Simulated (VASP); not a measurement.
A run of VASP 6.6.1:

The input INCAR:

```
ALGO = Normal ; EDIFF = 1E-6
ENCUT = 520 ; GGA = PE
ISIF = 2 ; ISMEAR = -1
LASPH = True ; LCHARG = False
LREAL = False ; LWAVE = False
NBANDS = 12 ; NELM = 100
PREC = Accurate ; SIGMA = 0.13605693000000002
```

The input KPOINTS:

```
k-points
0
Gamma
  15 15 15
```

The input POSCAR:

```
V
1.0
   -1.4973657469      1.4973657469      1.4973657469
    1.4973657469     -1.4973657469      1.4973657469
    1.4973657469      1.4973657469     -1.4973657469
V
1
Direct
    0.0000000000      0.0000000000      0.0000000000
```

Potentials or basis: VASP PAW PBE potentials, release 64 (V_sv).

The run is started by

```console
$ cat potpaw_PBE.64/V_sv/POTCAR > POTCAR
$ mpirun -np 1 vasp_std > vasp.out
```

Hardware: 1 thread of Intel(R) Xeon(R) Platinum 8481C CPU @ 2.70GHz (Sapphire Rapids), with other jobs on the host.

Problem. How long does it take, and how much memory?

Solution. It took 8.2 s on 1 thread of Intel(R) Xeon(R) Platinum 8481C CPU @ 2.70GHz (Sapphire Rapids), on a shared host, peak memory 0.13 GiB. Counts: scf iterations 11, k points 120.
